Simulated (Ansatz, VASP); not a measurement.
# Br in VASP and in Ansatz

```
Br
1.0
     6.05403    0.00000   -1.03656
     0.00000    5.74890    0.00000
    -3.74055    0.00000    8.40325
Br
6
Direct
  0.00000 0.00000 0.00000
  0.00000 0.50000 0.50000
  0.51274 0.50000 0.25629
  0.48726 0.00000 0.24371
  0.48726 0.50000 0.74371
  0.51274 0.00000 0.75629
```

Alike in both runs: functional PBE; k mesh 6 × 6 × 4; occupations gaussian, width 0.02 eV; no spin polarisation.

Ansatz relaxed the structure, and its values are those at the end. VASP's run is a single point on that final structure, the one shown.

|  | VASP | Ansatz |
| --- | --- | --- |
| version | VASP 6.6.1 | Ansatz 0.2.0 |
| potentials or method | VASP PAW PBE potentials, release 64 (Br), cutoff 520 eV | scalar-relativistic, plane waves, PAW |
| valence electrons in the cell | 42 | 42 |

```tsv
	VASP	Ansatz	Ansatz less VASP
pressure (GPa)	0.0	0.0	0.00
```

With one functional, cell and mesh, what is left measures potentials, basis and numerics. Ansatz's warnings: structure snapped to symmetry.
